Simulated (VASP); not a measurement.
A run of VASP 6.6.1 is set up as follows.

File INCAR:

```
ALGO = Fast
EDIFF = 1E-6
ENCUT = 520
GGA = CA
ISIF = 2
ISMEAR = 0
LASPH = T
LCHARG = F
LREAL = F
LWAVE = F
NBANDS = 13
NELM = 100
PREC = Accurate
SIGMA = 0.15
```

Contents of KPOINTS:

```
k-points
0
Gamma
  22 22 22
```

File POSCAR:

```
Mo
1.0
   -2.1411636216      1.5842189301      1.5842189301
    1.5842189301     -2.1411636216      1.5842189301
    1.5842189301      1.5842189301     -2.1411636216
Mo
1
Direct
    0.0000000000      0.0000000000      0.0000000000
```

Potentials or basis: VASP PAW LDA potentials, release 64 (Mo_sv).

Command:

```bash
$ cat potpaw_LDA.64/Mo_sv/POTCAR > POTCAR
$ mpirun -np 1 vasp_std > vasp.out
```

(1) Estimate the pressure.

(2) Estimate the band gap on the k mesh.

Results:

(1) 190.9 GPa.

(2) zero (bands 7 and 8 overlap by 6.56 eV).

Caveat: atoms lie so close that the PAW spheres overlap strongly, which falsifies energies and pressures; the cell stands under pressure.
